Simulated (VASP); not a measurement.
Here is a VASP 6.6.1 calculation.

The input INCAR:

```
ALGO = Normal ; EDIFF = 1E-6
ENCUT = 520 ; GGA = PS
ISIF = 2 ; ISMEAR = 0
LASPH = True ; LCHARG = False
LREAL = False ; LWAVE = False
NBANDS = 50 ; NELM = 60
PREC = Accurate ; SIGMA = 0.01
```

The input KPOINTS:

```
k-points
0
Gamma
  6 4 4
```

The input POSCAR:

```
PbS
1.0
    4.0699300000      0.0000000000      0.0000000000
    0.0000000000      5.6898200000      5.5736000000
    0.0000000000     -5.6898200000      5.5736000000
Pb S
4 4
Direct
    0.0000000000      0.6631100000      0.3391500000
    0.0000000000      0.3391500000      0.6631100000
    0.5000000000      0.1373900000      0.1373900000
    0.0000000000      0.8237300000      0.8237300000
    0.5000000000      0.7748200000      0.1178500000
    0.5000000000      0.1178500000      0.7748200000
    0.0000000000      0.3109000000      0.3109000000
    0.5000000000      0.6372500000      0.6372500000
```

Potentials or basis: VASP PAW PBE potentials, release 64 (Pb_d, S).

Command:

```console
$ cat potpaw_PBE.64/Pb_d/POTCAR potpaw_PBE.64/S/POTCAR > POTCAR
$ mpirun -np 1 vasp_std > vasp.out
```

Estimate the largest force.

0.076 eV/Å.

Estimate the pressure.

-1.9 GPa.

Predict the band gap on the k mesh.

0.46 eV (least direct gap 0.47 eV).

Forces on the atoms (eV/Å):
```
Pb   0.000 -0.065  0.006
Pb   0.000  0.065  0.006
Pb   0.000  0.000 -0.040
Pb   0.000  0.000  0.060
S    0.000  0.055 -0.029
S    0.000 -0.055 -0.029
S    0.000  0.000  0.076
S    0.000  0.000 -0.050
```

Caveat: the PAW data sets were made with another functional, which shifts forces and pressure a little; spin-orbit coupling is left out, which moves the levels of the heavy elements. A k mesh can miss the band edges.
